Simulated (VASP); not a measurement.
# In (R-3m) in VASP: further runs

In is run at these levels: PBEsol; tasks: electric field gradients.

Everything below comes from runs of VASP 6.6.1. Logs are shortened: lines on timing, memory, paths and dates and some standing lists are left out, and cuts for length are marked.

### Step 1. The cell of the first run

It takes space group R-3m (No. 166, trigonal). The conventional cell has a = 3.350 Å, b = 3.350 Å, c = 24.704 Å, α = 90.00°, β = 90.00°, γ = 120.00°. In (site symmetry -3m) has 12 In at 3.35 to 3.36 Å within 4.4 Å. In (site symmetry 3m) has 12 In at 3.35 to 3.36 Å within 4.4 Å.

### Step 2. Electric field gradients, PBEsol (26.68 Å³/atom)

The input, INCAR:

```
SYSTEM = In
PREC = Accurate
ENCUT = 520
EDIFF = 1E-8
ISMEAR = -1
SIGMA = 0.05
LREAL = .False.
LASPH = .True.
NELM = 60
ALGO = Normal
ISIF = 2
LWAVE = .False.
LCHARG = .False.
GGA = PS
LEFG = .True.
NBANDS = 26
```

The input, KPOINTS:

```
regular mesh
0
Gamma
  14 14 14
  0 0 0
```

The input, POSCAR:

```
In
1.0
    1.6751838235      0.9671678314      8.2347307701
   -1.6751838235      0.9671678314      8.2347307701
    0.0000000000     -1.9343356629      8.2347307701
In
3
Direct
    0.0000000000      0.0000000000      0.0000000000
    0.7780122400      0.7780122400      0.7780122400
    0.2219877600      0.2219877600      0.2219877600
```

Potentials or basis: VASP PAW PBE potentials, release 64 (In_d).

Command:

```console
> cat potpaw_PBE.64/In_d/POTCAR > POTCAR
> mpirun -np 1 vasp_std > vasp.out
```

OUTCAR:

```text
SYSTEM = In
   PREC = Accurate
   ENCUT = 520
   EDIFF = 1E-8
   ISMEAR = -1
   LREAL = .False.
   LASPH = .True.
   NELM = 60
   ISIF = 2
   GGA = PS

 ion  position               nearest neighbor table
   1  0.000  0.000  0.000-   2 3.36   2 3.36   3 3.36   3 3.36   2 3.36   3 3.36
   2  0.778  0.778  0.778-   3 3.35   3 3.35   3 3.35   1 3.36   1 3.36   1 3.36
   3  0.222  0.222  0.222-   2 3.35   2 3.35   2 3.35   1 3.36   1 3.36   1 3.36

  LATTYP: Found a trigonal (rhomboedric) cell.
 ALAT       =     8.4588678505
 COS(alpha) =     0.9215612875

  Lattice vectors:

 A1 = (   1.6751838235,   0.9671678314,   8.2347307701)
 A2 = (  -1.6751838235,   0.9671678314,   8.2347307701)
 A3 = (   0.0000000000,  -1.9343356629,   8.2347307701)

Analysis of symmetry for initial positions (statically):
=====================================================================
 Subroutine PRICEL returns:
 Original cell was already a primitive cell.

 Routine SETGRP: Setting up the symmetry group for a
 trigonal (rhombohedral) supercell.

 Subroutine GETGRP returns: Found 12 space group operations
 (whereof 12 operations were pure point group operations)
 out of a pool of 12 trial point group operations.

The static configuration has the point symmetry D_3d.

Analysis of symmetry for dynamics (positions and initial velocities):
=====================================================================
 Subroutine PRICEL returns:
 Original cell was already a primitive cell.

 Routine SETGRP: Setting up the symmetry group for a
 trigonal (rhombohedral) supercell.

 Subroutine GETGRP returns: Found 12 space group operations
 (whereof 12 operations were pure point group operations)
 out of a pool of 12 trial point group operations.

The dynamic configuration has the point symmetry D_3d.

 Subroutine INISYM returns: Found 12 space group operations
 (whereof 12 operations are pure point group operations),
 and found     1 'primitive' translations

----------------------------------------------------------------------------------------

                                     Primitive cell

  volume of cell :      80.0507

  direct lattice vectors                    reciprocal lattice vectors
     1.675183824  0.967167831  8.234730770     0.298474706  0.172324452  0.040478960
    -1.675183824  0.967167831  8.234730770    -0.298474706  0.172324452  0.040478960
     0.000000000 -1.934335663  8.234730770     0.000000000 -0.344648904  0.040478959

  length of vectors
     8.458867851  8.458867851  8.458867851     0.347017886  0.347017886  0.347017886

  position of ions in fractional coordinates (direct lattice)
     0.000000000  0.000000000  0.000000000
     0.778012240  0.778012240  0.778012240
     0.221987760  0.221987760  0.221987760

  ion indices of the primitive-cell ions
   primitive index   ion index
                 1           1
                 2           2
                 3           3

----------------------------------------------------------------------------------------

 KPOINTS: regular mesh

Automatic generation of k-mesh.
 Grid dimensions read from file:
 generate k-points for:   14   14   14

 Generating k-lattice:

  Cartesian coordinates                     Fractional coordinates (reciprocal lattice)
     0.021319622  0.012308889  0.002891354     0.071428571  0.000000000  0.000000000
    -0.021319622  0.012308889  0.002891354     0.000000000  0.071428571  0.000000000
     0.000000000 -0.024617779  0.002891354    -0.000000000 -0.000000000  0.071428571

  Length of vectors
     0.024786992  0.024786992  0.024786992

  Shift w.r.t. Gamma in fractional coordinates (k-lattice)
     0.000000000  0.000000000  0.000000000

 Subroutine IBZKPT returns following result:
 ===========================================

 Found    288 irreducible k-points:

 Following reciprocal coordinates:
            Coordinates               Weight
  0.000000  0.000000  0.000000      1.000000
  0.071429  0.000000  0.000000      6.000000
  0.142857  0.000000  0.000000      6.000000
  0.214286  0.000000  0.000000      6.000000
  0.285714  0.000000 -0.000000      6.000000
  0.357143  0.000000  0.000000      6.000000
[... 16 lines left out ...]
  0.214286  0.142857  0.000000     12.000000
  0.285714  0.142857  0.000000     12.000000
 [... further k-points ...]
   k-points           NKPTS =    288   k-points in BZ     NKDIM =    288   number of bands    NBANDS=     26
   number of dos      NEDOS =    301   number of ions     NIONS =      3
   total plane-waves  NPLWV = 262144
   dimension x,y,z NGX =    64 NGY =   64 NGZ =   64
   dimension x,y,z NGXF=   128 NGYF=  128 NGZF=  128
   ions per type =               3
   NGX,Y,Z   is equivalent  to a cutoff of  12.58, 12.58, 12.58 a.u.
   NGXF,Y,Z  is equivalent  to a cutoff of  25.16, 25.16, 25.16 a.u.
 SYSTEM =  In
   PREC   = accura    normal or accurate (medium, high low for compatibility)
   ISTART =      0    job   : 0-new  1-cont  2-samecut
   ICHARG =      2    charge: 1-file 2-atom 10-const
   ISPIN  =      1    spin polarized calculation?
   LNONCOLLINEAR =      F non collinear calculations
   LSORBIT =      F    spin-orbit coupling
   LASPH  =      T    aspherical Exc in radial PAW
   ENCUT  =  520.0 eV  38.22 Ry    6.18 a.u.  15.73 15.73 15.73*2*pi/ulx,y,z
   NELM   =     60;   NELMIN=  2; NELMDL= -5     # of ELM steps
   EDIFF  = 0.1E-07   stopping-criterion for ELM
   LREAL  =      F    real-space projection
   EDIFFG = 0.1E-06   stopping-criterion for IOM
   NSW    =      0    number of steps for IOM
   IBRION =     -1    ionic relax: 0-MD 1-quasi-New 2-CG
   NFREE  =      0    steps in history (QN), initial steepest desc. (CG)
   ISIF   =      2    stress and relaxation
   ISYM   =      2    0-nonsym 1-usesym 2-fastsym
   POTIM  = 0.5000    time-step for ionic-motion
   TEBEG  =    0.0;   TEEND  =   0.0 temperature during run
   PSTRESS=    0.0 pullay stress
   NELECT =      39.0000    total number of electrons
   NUPDOWN=      -1.0000    fix difference up-down
   EMIN   =  10.00;   EMAX   =-10.00  energy-range for DOS
   EFERMI =   0.00;   METHOD = LEGACY
   ISMEAR =    -1;   SIGMA  =   0.05  broadening in eV -4-tet -1-fermi 0-gaus
   EFERMI_NEDOS =   21; number of points for ismear=-14 and -15
   IALGO  =     38    algorithm
   IMIX   =      4    mixing-type and parameters
     AMIX     =   0.40;   BMIX     =  1.00
     AMIX_MAG =   1.60;   BMIX_MAG =  1.00
  volume/ion in A,a.u.               =      26.68       180.07
  Fermi-wavevector in a.u.,A,eV,Ry     =   1.288175  2.434297 22.577421  1.659394
  Thomas-Fermi vector in A             =   2.420144
   LORBIT       =      0    0 simple, 1 ext, 2 COOP (PROOUT), +10 PAW based schemes
   GGA     = PS    functional components
   LHFCALC =     F    Hartree Fock is set to
   AEXX    =    0.0000 exact exchange contribution
   IVDW    =     0    specifies the selected vdW correction
   LEPSILON=     F    determine dielectric tensor
   LRPA    =     F    only Hartree local field effects (RPA)
 non-spin polarized calculation
  energy-cutoff  :      520.00
  volume of cell :       80.05
 maximum number of plane-waves:      2184
   NGX = 31   NGY = 31   NGZ = 31

 number of electron      38.9999997 magnetization

 Free energy of the ion-electron system (eV)
  ---------------------------------------------------
  ext. energy  EPLUGINS =         0.00000000
  ---------------------------------------------------
  free energy    TOTEN  =        -8.92311915 eV

  energy without entropy =       -8.91017271  energy(sigma->0) =       -8.91664593

 E-fermi :   7.1459     XC(G=0): -10.3121

 val. band max:        7.1456314850   @ k =  -0.3571  -0.4286   0.2143
 cond. band min:       7.1461523849   @ k =   0.2857   0.0714   0.0714
 fundamental gap:      0.0005208999
 Fermi energy:         7.1458578329

 k-point     1 :       0.0000    0.0000    0.0000
  band No.  band energies     occupation
      1      -7.4294      2.00000
      2      -7.4276      2.00000
      3      -7.3891      2.00000
      4      -7.3815      2.00000
      5      -7.3815      2.00000
      6      -7.3610      2.00000
[... 18 lines left out ...]
     25      17.2905      0.00000
     26      17.2911      0.00000

 k-point     2 :       0.0714    0.0000    0.0000
  band No.  band energies     occupation
      1      -7.4256      2.00000
      2      -7.4246      2.00000
      3      -7.3893      2.00000
      4      -7.3836      2.00000
      5      -7.3692      2.00000
      6      -7.3546      2.00000
[... 18 lines left out ...]
     25      16.6259      0.00000
     26      17.2641      0.00000

 k-point     3 :       0.1429    0.0000    0.0000
  band No.  band energies     occupation
      1      -7.4398      2.00000
      2      -7.4248      2.00000
      3      -7.3867      2.00000
      4      -7.3709      2.00000
      5      -7.3475      2.00000
      6      -7.3393      2.00000
[... 18 lines left out ...]
     25      15.3566      0.00000
     26      16.3787      0.00000

 k-point     4 :       0.2143    0.0000    0.0000
  band No.  band energies     occupation
      1      -7.4696      2.00000
      2      -7.4465      2.00000
      3      -7.3838      2.00000
      4      -7.3582      2.00000
      5      -7.3409      2.00000
      6      -7.3329      2.00000
[... 18 lines left out ...]
     25      13.8269      0.00000
     26      15.5753      0.00000
[... 496 lines left out ...]
      1      -7.4437      2.00000
      2      -7.4154      2.00000
      3      -7.3823      2.00000
      4      -7.3780      2.00000
      5      -7.3574      2.00000
      6      -7.3418      2.00000
[... 18 lines left out ...]
     25      15.5764      0.00000
     26      16.5434      0.00000

 k-point    23 :       0.2143    0.1429    0.0000
  band No.  band energies     occupation
      1      -7.4474      2.00000
      2      -7.4188      2.00000
      3      -7.3934      2.00000
      4      -7.3775      2.00000
      5      -7.3515      2.00000
      6      -7.3218      2.00000
[... 18 lines left out ...]
     25      15.3051      0.00000
     26      15.5724      0.00000

 k-point    24 :       0.2857    0.1429    0.0000
  band No.  band energies     occupation
      1      -7.4406      2.00000
      2      -7.4328      2.00000
      3      -7.4117      2.00000
      4      -7.3763      2.00000
      5      -7.3421      2.00000
      6      -7.3297      2.00000
[... 18 lines left out ...]
     25      13.4654      0.00000
     26      14.7501      0.00000

 [... further k-points ...]

------------------------ aborting loop because EDIFF is reached ----------------------------------------

  FORCE on cell =-STRESS in cart. coord.  units (eV):
  Direction    XX          YY          ZZ          XY          YZ          ZX
  --------------------------------------------------------------------------------------
  -------------------------------------------------------------------------------------
  Total       -0.8418559     -0.8418559     -0.7205027      0.0000000      0.0000000      0.0000000
  in kB      -16.8493583    -16.8493583    -14.4205310      0.0000000      0.0000000      0.0000000
  external PRESSURE =     -16.0397492 kB  Pullay stress =       0.0000000 kB

 VOLUME and BASIS-vectors are now :
 -----------------------------------------------------------------------------
  energy-cutoff  :      520.00
  volume of cell :       80.05
      direct lattice vectors                 reciprocal lattice vectors
     1.675183824  0.967167831  8.234730770     0.298474706  0.172324452  0.040478960
    -1.675183824  0.967167831  8.234730770    -0.298474706  0.172324452  0.040478960
     0.000000000 -1.934335663  8.234730770     0.000000000 -0.344648904  0.040478959

 POSITION                                       TOTAL-FORCE (eV/Angst)
 -----------------------------------------------------------------------------------
      0.00000      0.00000      0.00000         0.000000     -0.000000      0.000000
      0.00000     -0.00000     19.22016         0.000000      0.000000     -0.010667
      0.00000     -0.00000      5.48403         0.000000     -0.000000      0.010667
 -----------------------------------------------------------------------------------
    total drift:                                0.000000      0.000000     -0.000000

  FREE ENERGIE OF THE ION-ELECTRON SYSTEM (eV)
  ---------------------------------------------------
  free  energy   TOTEN  =        -8.9231191478 eV

  energy  without entropy=       -8.9101727143  energy(sigma->0) =       -8.91664593

 Electric field gradients (V/A^2)
---------------------------------------------------------------------
 ion       V_xx      V_yy      V_zz      V_xy      V_xz      V_yz
---------------------------------------------------------------------
   1      -1.232    -1.232     2.463     0.000     0.000     0.000
   2       2.236     2.236    -4.471     0.000     0.000     0.000
   3       2.236     2.236    -4.471     0.000    -0.000     0.000
---------------------------------------------------------------------

 Electric field gradients after diagonalization (V/A^2)
 (convention: |V_zz| > |V_xx| > |V_yy|)
----------------------------------------------------------------------
 ion       V_xx      V_yy      V_zz     asymmetry (V_yy - V_xx)/ V_zz
----------------------------------------------------------------------
   1      -1.232    -1.232     2.463       0.000
   2       2.236     2.236    -4.471       0.000
   3       2.236     2.236    -4.471       0.000
----------------------------------------------------------------------

           NMR quadrupolar parameters

 Cq : quadrupolar parameter    Cq=e*Q*V_zz/h
 eta: asymmetry parameters     (V_yy - V_xx)/ V_zz
 Q  : nuclear electric quadrupole moment in mb (millibarn)
----------------------------------------------------------------------
 ion       Cq(MHz)       eta       Q (mb)
----------------------------------------------------------------------
   1       0.006       0.000       1.000
   2      -0.011       0.000       1.000
   3      -0.011       0.000       1.000
----------------------------------------------------------------------
```

Run time: 27 min. Hardware: 1 thread of Intel Xeon 6975P-C (Granite Rapids), shared host; peak memory 0.8 GiB.

What came out:

```
Free energy                             : -8.9231 eV
Pressure                                : -1.6 GPa
Largest force                           : 0.011 eV/Å
Band gap on the k mesh                  : zero (an odd number of electrons rules out a gap without spin polarisation)
Largest electric field gradient by atom : In +2.5, -4.5 (each value once) V/Å²
```

Forces on the atoms (eV/Å):
```
In   0.000  0.000  0.000
In   0.000  0.000 -0.011
In   0.000  0.000  0.011
```

Levels at points of the mesh, in eV from the Fermi level:
```csv
k point,band 16,band 17,band 18,band 19,band 20,band 21,band 22,band 23
"(0.00, 0.00, 0.00)",-9.44,-7.02,-6.99,0.46,0.48,8.65,8.65,8.73
"(0.50, 0.00, 0.00)",-4.77,-4.16,-3.03,-2.72,-1.15,-1.07,3.24,4.02
"(0.50, 0.50, 0.00)",-4.51,-4.24,-3.49,-3.01,-0.42,-0.35,1.87,3.30
"(0.50, 0.50, 0.50)",-8.85,-8.83,-4.38,-3.33,5.71,5.76,8.24,8.24
```

Electric field gradients, principal values (V/Å²):
| atom | least | middle | greatest (by size) |
| --- | --- | --- | --- |
| 1 In | -1.232 | -1.232 | 2.463 |
| 2 In | 2.236 | 2.236 | -4.471 |
| 3 In | 2.236 | 2.236 | -4.471 |

Caveat: without QUAD_EFG the Cq values of the log hold for a quadrupole moment of 1 mb, not for the nuclei; the PAW data sets were made with another functional, which shifts forces and pressure a little; spin-orbit coupling is left out, which moves the levels of the heavy elements.

(Part 1 of 2 ends here.)
